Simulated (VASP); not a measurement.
Input of a VASP 6.6.1 run:

The input INCAR:

```
SYSTEM = AlN
PREC = Accurate
ENCUT = 600
EDIFF = 1E-8
ISMEAR = 0
SIGMA = 0.01
LREAL = .FALSE.
LASPH = .TRUE.
NELM = 80
ALGO = Normal
ISIF = 3
LWAVE = .FALSE.
LCHARG = .FALSE.
METAGGA = R2SCAN
LMIXTAU = .TRUE.
IBRION = 6
NFREE = 2
POTIM = 0.015
NSW = 1
```

KPOINTS

```
regular mesh
0
G
  8 8 8
  0 0 0
```

The input POSCAR:

```
AlN
1.0
    0.0000000000      2.1814623783      2.1814623783
    2.1814623783      0.0000000000      2.1814623783
    2.1814623783      2.1814623783      0.0000000000
Al N
1 1
Direct
    0.0000000000      0.0000000000      0.0000000000
    0.2500000000      0.2500000000      0.2500000000
```

Potentials or basis: VASP PAW PBE potentials, release 64 (Al, N).

Run with:

```sh
$ cat potpaw_PBE.64/Al/POTCAR potpaw_PBE.64/N/POTCAR > POTCAR
$ mpirun -np 1 vasp_std > vasp.out
```

(1) Estimate the elastic constants C11, C12, C44.

(2) Estimate the Voigt bulk modulus.

(3) What does it give for the highest phonon frequency at Γ, LO-TO splitting left out?

Answers

(1) 311, 165, 199 GPa.

(2) 214 GPa.

(3) 672 cm⁻¹.

Caveat: the PAW data sets were made with another functional, which shifts forces and pressure a little.
